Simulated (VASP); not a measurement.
# AlO3 (I4/mmm) in VASP: a series of runs

AlO3 is run at these levels: r2SCAN; tasks: single point.

All numbers are computed with VASP 6.6.1; they aren't measurements. Logs are shortened: lines on timing, memory, paths and dates and some standing lists are left out, and cuts for length are marked.

## Step 1: The cell of the first run

The structure is tetragonal, space group I4/mmm (No. 139). Conventional cell: a = 3.236 Å, b = 3.236 Å, c = 7.228 Å, α = 90.00°, β = 90.00°, γ = 90.00°. Within 3.0 Å of Al (site symmetry 4/mmm) lie 12 O at 2.29 to 2.43 Å. Within 3.0 Å of O (site symmetry 4/mmm) lie 4 Al at 2.29 Å and 8 O at 2.43 Å. Within 3.0 Å of O (site symmetry -4m2) lie 8 O at 2.29 to 2.43 Å and 4 Al at 2.43 Å.

## Step 2: Single point, r2SCAN

POSCAR

```
AlO3
1.0
   -1.6178156709      1.6178156709      3.6138220180
    1.6178156709     -1.6178156709      3.6138220180
    1.6178156709      1.6178156709     -3.6138220180
Al O
1 3
Direct
    0.0000000000      0.0000000000      0.0000000000
    0.5000000000      0.5000000000      0.0000000000
    0.2500000000      0.7500000000      0.5000000000
    0.7500000000      0.2500000000      0.5000000000
```

INCAR.step1

```
SYSTEM = AlO3
PREC = Accurate
ENCUT = 660
ISMEAR = 0
SIGMA = 0.1
LREAL = .FALSE.
LASPH = .TRUE.
NELM = 120
NBANDS = 18
GGA = PE
ALGO = Normal
EDIFF = 1E-5
LWAVE = .TRUE.
LCHARG = .FALSE.
GGA_COMPAT = .FALSE.
```

INCAR.step2

```
SYSTEM = AlO3
PREC = Accurate
ENCUT = 660
EDIFF = 1E-6
ISMEAR = 0
SIGMA = 0.1
LREAL = .FALSE.
LASPH = .TRUE.
NELM = 120
ALGO = Normal
ISIF = 2
LWAVE = .FALSE.
LCHARG = .FALSE.
METAGGA = R2SCAN
LMIXTAU = .TRUE.
NBANDS = 18
ISTART = 1
GGA_COMPAT = .FALSE.
```

KPOINTS

```
Automatic mesh
0
G
  8 8 8
  0 0 0
```

Potentials or basis: VASP PAW PBE potentials, release 64 (Al, O).

Launch:

```bash
$ cat potpaw_PBE.64/Al/POTCAR potpaw_PBE.64/O/POTCAR > POTCAR
$ cp INCAR.step1 INCAR
$ mpirun -np 1 vasp_std > vasp.out
$ cp INCAR.step2 INCAR
$ mpirun -np 1 vasp_std > vasp.out
```

OUTCAR:

```text
SYSTEM = AlO3
   PREC = Accurate
   ENCUT = 660
   EDIFF = 1E-6
   ISMEAR = 0
   LREAL = .FALSE.
   LASPH = .TRUE.
   NELM = 120
   ISIF = 2
   METAGGA = R2SCAN
   ISTART = 1

 ion  position               nearest neighbor table
   1  0.000  0.000  0.000-   2 2.29   2 2.29   2 2.29   2 2.29   4 2.43   3 2.43   4 2.43   3 2.43
                             4 2.43   4 2.43   3 2.43   3 2.43
   2  0.500  0.500  0.000-   1 2.29   1 2.29   1 2.29   1 2.29
   3  0.250  0.750  0.500-   1 2.43   1 2.43   1 2.43   1 2.43
   4  0.750  0.250  0.500-   1 2.43   1 2.43   1 2.43   1 2.43

  LATTYP: Found a body centered tetragonal cell.
 ALAT       =     3.2356313418
 C/A-ratio  =     2.2337662337

  Lattice vectors:

 A1 = (  -1.6178156709,   1.6178156709,   3.6138220180)
 A2 = (   1.6178156709,  -1.6178156709,   3.6138220180)
 A3 = (   1.6178156709,   1.6178156709,  -3.6138220180)

Analysis of symmetry for initial positions (statically):
=====================================================================
 Subroutine PRICEL returns:
 Original cell was already a primitive cell.

 Routine SETGRP: Setting up the symmetry group for a
 body centered tetragonal supercell.

 Subroutine GETGRP returns: Found 16 space group operations
 (whereof 16 operations were pure point group operations)
 out of a pool of 16 trial point group operations.

The static configuration has the point symmetry D_4h.

Analysis of symmetry for dynamics (positions and initial velocities):
=====================================================================
 Subroutine PRICEL returns:
 Original cell was already a primitive cell.

 Routine SETGRP: Setting up the symmetry group for a
 body centered tetragonal supercell.

 Subroutine GETGRP returns: Found 16 space group operations
 (whereof 16 operations were pure point group operations)
 out of a pool of 16 trial point group operations.

The dynamic configuration has the point symmetry D_4h.

 Subroutine INISYM returns: Found 16 space group operations
 (whereof 16 operations are pure point group operations),
 and found     1 'primitive' translations

----------------------------------------------------------------------------------------

                                     Primitive cell

  volume of cell :      37.8342

  direct lattice vectors                    reciprocal lattice vectors
    -1.617815671  1.617815671  3.613822018     0.000000000  0.309058695  0.138357672
     1.617815671 -1.617815671  3.613822018     0.309058695  0.000000000  0.138357672
     1.617815671  1.617815671 -3.613822018     0.309058695  0.309058695  0.000000000

  length of vectors
     4.277191212  4.277191212  4.277191212     0.338615006  0.338615006  0.437074998

  position of ions in fractional coordinates (direct lattice)
     0.000000000  0.000000000  0.000000000
     0.500000000  0.500000000  0.000000000
     0.250000000  0.750000000  0.500000000
     0.750000000  0.250000000  0.500000000

  ion indices of the primitive-cell ions
   primitive index   ion index
                 1           1
                 2           2
                 3           3
                 4           4

----------------------------------------------------------------------------------------

 KPOINTS: Automatic mesh

Automatic generation of k-mesh.
 Grid dimensions read from file:
 generate k-points for:    8    8    8

 Generating k-lattice:

  Cartesian coordinates                     Fractional coordinates (reciprocal lattice)
     0.000000000  0.038632337  0.017294709     0.125000000 -0.000000000  0.000000000
     0.038632337  0.000000000  0.017294709    -0.000000000  0.125000000  0.000000000
     0.038632337  0.038632337  0.000000000     0.000000000  0.000000000  0.125000000

  Length of vectors
     0.042326876  0.042326876  0.054634375

  Shift w.r.t. Gamma in fractional coordinates (k-lattice)
     0.000000000  0.000000000  0.000000000

 Subroutine IBZKPT returns following result:
 ===========================================

 Found     59 irreducible k-points:

 Following reciprocal coordinates:
            Coordinates               Weight
  0.000000  0.000000  0.000000      1.000000
  0.125000  0.000000 -0.000000      8.000000
  0.250000  0.000000 -0.000000      8.000000
  0.375000  0.000000 -0.000000      8.000000
  0.500000  0.000000 -0.000000      4.000000
  0.125000  0.125000 -0.000000      8.000000
[... 16 lines left out ...]
  0.250000  0.125000  0.125000     16.000000
  0.375000  0.125000  0.125000      8.000000
 [... further k-points ...]
   k-points           NKPTS =     59   k-points in BZ     NKDIM =     59   number of bands    NBANDS=     18
   number of dos      NEDOS =    301   number of ions     NIONS =      4
   total plane-waves  NPLWV =  46656
   dimension x,y,z NGX =    36 NGY =   36 NGZ =   36
   dimension x,y,z NGXF=    72 NGYF=   72 NGZF=   72
   ions per type =               1   3
   NGX,Y,Z   is equivalent  to a cutoff of  13.99, 13.99, 13.99 a.u.
   NGXF,Y,Z  is equivalent  to a cutoff of  27.98, 27.98, 27.98 a.u.
 SYSTEM =  AlO3
   PREC   = accura    normal or accurate (medium, high low for compatibility)
   ISTART =      1    job   : 0-new  1-cont  2-samecut
   ICHARG =      0    charge: 1-file 2-atom 10-const
   ISPIN  =      1    spin polarized calculation?
   LNONCOLLINEAR =      F non collinear calculations
   LSORBIT =      F    spin-orbit coupling
   LASPH  =      T    aspherical Exc in radial PAW
   ENCUT  =  660.0 eV  48.51 Ry    6.96 a.u.   8.96  8.96  8.96*2*pi/ulx,y,z
   NELM   =    120;   NELMIN=  2; NELMDL=  0     # of ELM steps
   EDIFF  = 0.1E-05   stopping-criterion for ELM
   LREAL  =      F    real-space projection
   EDIFFG = 0.1E-04   stopping-criterion for IOM
   NSW    =      0    number of steps for IOM
   IBRION =     -1    ionic relax: 0-MD 1-quasi-New 2-CG
   NFREE  =      0    steps in history (QN), initial steepest desc. (CG)
   ISIF   =      2    stress and relaxation
   ISYM   =      2    0-nonsym 1-usesym 2-fastsym
   POTIM  = 0.5000    time-step for ionic-motion
   TEBEG  =    0.0;   TEEND  =   0.0 temperature during run
   PSTRESS=    0.0 pullay stress
   NELECT =      21.0000    total number of electrons
   NUPDOWN=      -1.0000    fix difference up-down
   EMIN   =  10.00;   EMAX   =-10.00  energy-range for DOS
   EFERMI =   0.00;   METHOD = LEGACY
   ISMEAR =     0;   SIGMA  =   0.10  broadening in eV -4-tet -1-fermi 0-gaus
   EFERMI_NEDOS =   21; number of points for ismear=-14 and -15
   IALGO  =     38    algorithm
   IMIX   =      4    mixing-type and parameters
     AMIX     =   0.40;   BMIX     =  1.00
     AMIX_MAG =   1.60;   BMIX_MAG =  1.00
  volume/ion in A,a.u.               =       9.46        63.83
  Fermi-wavevector in a.u.,A,eV,Ry     =   1.345405  2.542446 24.628099  1.810114
  Thomas-Fermi vector in A             =   2.473320
   LORBIT       =      0    0 simple, 1 ext, 2 COOP (PROOUT), +10 PAW based schemes
   METAGGA = R2SCAN    functional components
   LHFCALC =     F    Hartree Fock is set to
   AEXX    =    0.0000 exact exchange contribution
   IVDW    =     0    specifies the selected vdW correction
   LEPSILON=     F    determine dielectric tensor
   LRPA    =     F    only Hartree local field effects (RPA)
 non-spin polarized calculation
 Gauss-broadening in eV      SIGMA  =   0.10
  energy-cutoff  :      660.00
  volume of cell :       37.83
 maximum number of plane-waves:      1508
   NGX = 17   NGY = 17   NGZ = 17

 number of electron      20.9999999 magnetization

 Free energy of the ion-electron system (eV)
  ---------------------------------------------------
  ext. energy  EPLUGINS =         0.00000000
  ---------------------------------------------------
  free energy    TOTEN  =       -24.60109535 eV

  energy without entropy =      -24.58982142  energy(sigma->0) =      -24.59545838

 E-fermi :   4.4569     XC(G=0): -11.9171

 val. band max:        4.4199641788   @ k =   0.5000   0.3750  -0.0000
 cond. band min:       4.4615287154   @ k =  -0.2500   0.2500   0.1250
 fundamental gap:      0.0415645366
 Fermi energy:         4.4568915897

 k-point     1 :       0.0000    0.0000    0.0000
  band No.  band energies     occupation
      1     -16.3714      2.00000
      2     -12.6662      2.00000
      3     -12.0243      2.00000
      4      -1.1971      2.00000
      5       0.6172      2.00000
      6       0.6172      2.00000
[... 10 lines left out ...]
     17      17.2501      0.00000
     18      18.1393      0.00000

 k-point     2 :       0.1250    0.0000   -0.0000
  band No.  band energies     occupation
      1     -16.2222      2.00000
      2     -12.7066      2.00000
      3     -12.1711      2.00000
      4      -1.0511      2.00000
      5       0.4297      2.00000
      6       0.6709      2.00000
[... 10 lines left out ...]
     17      17.6896      0.00000
     18      19.0457      0.00000

 k-point     3 :       0.2500    0.0000   -0.0000
  band No.  band energies     occupation
      1     -15.7933      2.00000
      2     -12.8547      2.00000
      3     -12.5477      2.00000
      4      -1.0428      2.00000
      5      -0.0643      2.00000
      6       0.8515      2.00000
[... 10 lines left out ...]
     17      18.4072      0.00000
     18      20.6798      0.00000

 k-point     4 :       0.3750    0.0000   -0.0000
  band No.  band energies     occupation
      1     -15.1517      2.00000
      2     -13.3849      2.00000
      3     -12.7611      2.00000
      4      -1.6964      2.00000
      5       0.4476      2.00000
      6       1.0412      2.00000
[... 375 lines left out ...]
      4      -0.9134      2.00000
      5      -0.5765      2.00000
      6      -0.4586      2.00000
[... 10 lines left out ...]
     17      20.7226      0.00000
     18      21.0321      0.00000

 k-point    23 :       0.2500    0.1250    0.1250
  band No.  band energies     occupation
      1     -14.7736      2.00000
      2     -13.3359      2.00000
      3     -12.9325      2.00000
      4      -1.4296      2.00000
      5      -0.8619      2.00000
      6      -0.3835      2.00000
[... 10 lines left out ...]
     17      21.1846      0.00000
     18      21.7475      0.00000

 k-point    24 :       0.3750    0.1250    0.1250
  band No.  band energies     occupation
      1     -14.2864      2.00000
      2     -13.7811      2.00000
      3     -12.9652      2.00000
      4      -1.6442      2.00000
      5      -0.7920      2.00000
      6      -0.6202      2.00000
[... 10 lines left out ...]
     17      21.6679      0.00000
     18      22.0349      0.00000

 [... further k-points ...]
[... 5 lines left out ...]
  --------------------------------------------------------------------------------------
  -------------------------------------------------------------------------------------
  Total       -9.1002346     -9.1002346     -2.2797120      0.0000000      0.0000000      0.0000000
  in kB     -385.3703928   -385.3703928    -96.5396548      0.0000000      0.0000000      0.0000000
  external PRESSURE =    -289.0934801 kB  Pullay stress =       0.0000000 kB

 VOLUME and BASIS-vectors are now :
 -----------------------------------------------------------------------------
  energy-cutoff  :      660.00
  volume of cell :       37.83
      direct lattice vectors                 reciprocal lattice vectors
    -1.617815671  1.617815671  3.613822018     0.000000000  0.309058695  0.138357672
     1.617815671 -1.617815671  3.613822018     0.309058695  0.000000000  0.138357672
     1.617815671  1.617815671 -3.613822018     0.309058695  0.309058695  0.000000000

 POSITION                                       TOTAL-FORCE (eV/Angst)
 -----------------------------------------------------------------------------------
      0.00000      0.00000      0.00000         0.000000      0.000000      0.000000
      0.00000      0.00000      3.61382         0.000000      0.000000      0.000000
      1.61782     -0.00000      1.80691        -0.000000     -0.000000     -0.000000
     -0.00000      1.61782      1.80691        -0.000000      0.000000      0.000000
 -----------------------------------------------------------------------------------
    total drift:                               -0.000000      0.000000     -0.000000

  FREE ENERGIE OF THE ION-ELECTRON SYSTEM (eV)
  ---------------------------------------------------
  free  energy   TOTEN  =       -24.6010953475 eV

  energy  without entropy=      -24.5898214220  energy(sigma->0) =      -24.59545838
```

It took 3.1 min on 1 thread of Intel Xeon 6975P-C, shared host; peak memory 0.23 GiB.

Results:

* Free energy: -24.6011 eV
* Pressure: -28.9 GPa

Stress tensor (GPa, compression positive):
```
-38.54   0.00   0.00
  0.00 -38.54   0.00
  0.00   0.00  -9.65
```

Caveat: the PAW data sets were made with another functional, which shifts forces and pressure a little; an odd number of electrons without spin polarisation forces a metal; a magnetic or distorted state may lie lower.

## Step 3: Single point, r2SCAN, collinear spin, ferromagnetic start

POSCAR is that of step 2.

INCAR.step1

```
PREC = Accurate
ENCUT = 660
ISMEAR = 0
SIGMA = 0.1
LREAL = False
LASPH = True
NELM = 200
ISPIN = 2
MAGMOM = 0 1 1 1
NBANDS = 22
GGA = PE
ALGO = Normal
EDIFF = 1E-5
LWAVE = True
LCHARG = False
GGA_COMPAT = False
```

INCAR.step2

```
PREC = Accurate
ENCUT = 660
EDIFF = 1E-6
ISMEAR = 0
SIGMA = 0.1
LREAL = False
LASPH = True
NELM = 200
ALGO = Normal
ISIF = 2
LWAVE = False
LCHARG = False
ISPIN = 2
MAGMOM = 0 1 1 1
LORBIT = 11
METAGGA = R2SCAN
LMIXTAU = True
NBANDS = 22
ISTART = 1
GGA_COMPAT = False
```

KPOINTS

```
Automatic mesh
0
Gamma
  8 8 8
```

Potentials or basis: VASP PAW PBE potentials, release 64 (Al, O).

Launch:

```bash
$ cat potpaw_PBE.64/Al/POTCAR potpaw_PBE.64/O/POTCAR > POTCAR
$ cp INCAR.step1 INCAR
$ mpirun -np 1 vasp_std > vasp.out
$ cp INCAR.step2 INCAR
$ mpirun -np 1 vasp_std > vasp.out
```

Run time: 8.8 min. Hardware: 1 thread of Intel Xeon 6975P-C, shared host; peak memory 0.31 GiB.

Results (log left out):

```yaml
Free_energy: -25.2455 eV
Pressure: -20.4 GPa
Band_gap_on_the_k_mesh: zero (filled and empty bands overlap)
Net_moment: 3.00 μB per cell
Site_moments: Al -0.06; O +0.73, +1.03 μB
Valence_electrons_inside_the_program's_atomic_spheres: Al 0.42; O 4.85, 4.80
```

Stress tensor (GPa, compression positive):
```
-21.33   0.00   0.00
  0.00 -21.33   0.00
  0.00   0.00 -18.50
```

Levels at points of the mesh, in eV from the Fermi level:
Spin up:
| k point | band 10 | band 11 | band 12 | band 13 | band 14 | band 15 |
| --- | --- | --- | --- | --- | --- | --- |
| (0.00, 0.00, 0.00) | -1.48 | -0.88 | -0.88 | 1.26 | 9.77 | 12.05 |
| (0.50, 0.00, 0.00) | -2.37 | -2.18 | -1.02 | 5.71 | 7.31 | 10.01 |
| (0.50, 0.50, 0.00) | -0.78 | -0.32 | -0.30 | 3.05 | 9.88 | 10.00 |
| (0.50, 0.50, 0.50) | -1.98 | -0.90 | -0.90 | 4.22 | 9.05 | 10.14 |
Spin down:
```
           k point  band 6  band 7  band 8  band 9  band 10  band 11  band 12  band 13
(0.00, 0.00, 0.00)   -2.81   -2.33   -2.33   -1.17     1.45     1.85     2.48     2.48
(0.50, 0.00, 0.00)   -2.52   -2.31   -0.62   -0.37    -0.34     0.32     2.11     6.39
(0.50, 0.50, 0.00)   -4.86   -3.90   -1.82    0.81     0.87     3.25     3.29     3.38
(0.50, 0.50, 0.50)   -4.15   -0.52   -0.52   -0.25     0.25     2.52     2.52     5.03
```

Caveat: the PAW data sets were made with another functional, which shifts forces and pressure a little.
